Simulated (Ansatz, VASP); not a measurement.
**Sc4BP3 in VASP and in Ansatz**

```
Sc B P
1.0
     0.00000   -3.87001    0.00000
    -5.30857    0.00000   -0.00358
     0.02536    0.00000   -6.77065
Sc B P
4 1 3
Direct
  0.00000 0.25843 0.65835
  0.00000 0.74312 0.29991
  0.50000 0.72813 0.86273
  0.50000 0.26710 0.17687
  0.00000 0.44522 0.99986
  0.00000 0.05151 0.99458
  0.50000 0.52492 0.50469
  0.50000 0.98157 0.50301
```

Alike in both runs: task single point; functional PBE; k mesh 6 × 4 × 4; occupations gaussian, width 0.2 eV; no spin polarisation.

|  | VASP | Ansatz |
| --- | --- | --- |
| version | VASP 6.6.1 | Ansatz 0.2.0 |
| potentials or method | VASP PAW PBE potentials, release 64 (Sc_sv, B, P), cutoff 520 eV | scalar-relativistic, plane waves, PAW |
| valence electrons in the cell | 62 | 62 |

|  | VASP | Ansatz | Ansatz less VASP |
| --- | --- | --- | --- |
| gap on the k mesh at the Fermi level (eV) | none | none | - |
| pressure (GPa) | 0.1 | -0.1 | -0.17 |
| traceless stress, the component that is largest in VASP (GPa) | -0.69 | -0.60 | +0.086 |
| rms of the force components (eV/Å) | 0.031 | 0.031 | 0.0000 |

Atom by atom the forces differ by 0.007 eV/Å (rms over components). A gap of «none» marks a metal or a gap that the smearing closes.
